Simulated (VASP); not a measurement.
Crystal: TiB2.

```
CELL_PARAMETERS angstrom
3.04926 0.00000 0.00000
-1.52463 2.64074 0.00000
0.00000 0.00000 3.24978
ATOMIC_POSITIONS crystal
Ti 0.00000 0.00000 0.00000
B 0.66667 0.33333 0.50000
B 0.33333 0.66667 0.50000
```

Base run:

```yaml
Program: VASP 6.6.1
Functional: r2SCAN
Potentials_or_basis: VASP PAW PBE potentials, release 64 (Ti_sv, B)
Cutoff: 520 eV
k_mesh: 10 × 10 × 8
Occupations: fermi-dirac, width 0.05 eV
Spin: no spin polarisation
```

Its results: band gap on the k mesh zero (band 9 reaches 10.36 eV, above the bottom of band 10 at 9.72 eV); pressure -5.3 GPa.

Q: After a change of settings the same cell gave: band gap on the k mesh zero (band 9 reaches 10.05 eV, above the bottom of band 10 at 9.51 eV); pressure -9.4 GPa. Which change was it?
A. functional from r2SCAN to PBE; further incar settings from ALGO = Normal; EDIFF = 1e-06; NBANDS = 16 to ALGO = Normal; EDIFF = 1e-07; NBANDS = 16
B. functional from r2SCAN to LDA; potentials or basis from VASP PAW PBE potentials, release 64 (Ti_sv, B) to VASP PAW LDA potentials, release 64 (Ti_sv, B)
C. functional from r2SCAN to PBEsol

A: C.

Caveats: the PAW data sets were made with another functional, which shifts forces and pressure a little.
